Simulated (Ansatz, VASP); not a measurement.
In3Sb in VASP and in Ansatz

File INCAR:

```
  PREC = Accurate
  ENCUT = 520
  EDIFF = 1E-7
  ISMEAR = 0
  SIGMA = 0.1
  LREAL = False
  LASPH = True
  NELM = 80
  ALGO = Normal
  ISIF = 2
  LWAVE = False
  LCHARG = True
  GGA = PS
  LELF = True
  LVHAR = True
  NBANDS = 30
```

File KPOINTS:

```
regular mesh
0
Gamma
  5 5 5
```

Contents of POSCAR:

```
In3Sb
1.0
    4.8369620000      0.0000000000      0.0000000000
    0.0000000000      4.8369620000      0.0000000000
    0.0000000000      0.0000000000      4.8369620000
In Sb
3 1
Direct
    0.5000000000      0.5000000000      0.0000000000
    0.5000000000      0.0000000000      0.5000000000
    0.0000000000      0.5000000000      0.5000000000
    0.0000000000      0.0000000000      0.0000000000
```

Input for Ansatz:

```yaml
crystal:
  lattice:
    - [4.836962, 0.0, 0.0]
    - [0.0, 4.836962, 0.0]
    - [0.0, 0.0, 4.836962]
  atoms:
    - { symbol: In, position: [0.5, 0.5, 0.0] }
    - { symbol: In, position: [0.5, 0.0, 0.5] }
    - { symbol: In, position: [0.0, 0.5, 0.5] }
    - { symbol: Sb, position: [0.0, 0.0, 0.0] }
basis:
  ecutwfc: 420
kpoints:
  mp_grid: { grid: [5, 5, 5] }
hamiltonian:
  xc: pbesol
scf:
  occupations: { method: gaussian, width: 0.1 }
output:
  forces: true
  stress: true
  eigenvalues: true
```

Alike in both runs: task single point; functional PBEsol; k mesh 5 × 5 × 5; occupations gaussian, width 0.1 eV; no spin polarisation.

|  | VASP | Ansatz |
| --- | --- | --- |
| version | VASP 6.6.1 | Ansatz 0.2.0 |
| potentials or method | VASP PAW PBE potentials, release 64 (In_d, Sb), cutoff 520 eV | scalar-relativistic, plane waves, PAW |
| valence electrons in the cell | 44 | 54 |

```tsv
	VASP	Ansatz	Ansatz less VASP
gap on the k mesh at the Fermi level (eV)	none	none	-
pressure (GPa)	-2.0	-2.0	+0.03
```

VASP's potentials were made for PBE, not for PBEsol. A gap of «none» marks a metal or a gap that the smearing closes. With one functional, cell and mesh, what is left measures potentials, basis and numerics. VASP's potentials hold 44 valence electrons a cell and Ansatz's 54, so a difference there can come from the potentials and not from the codes.

Spin-orbit coupling is off throughout.
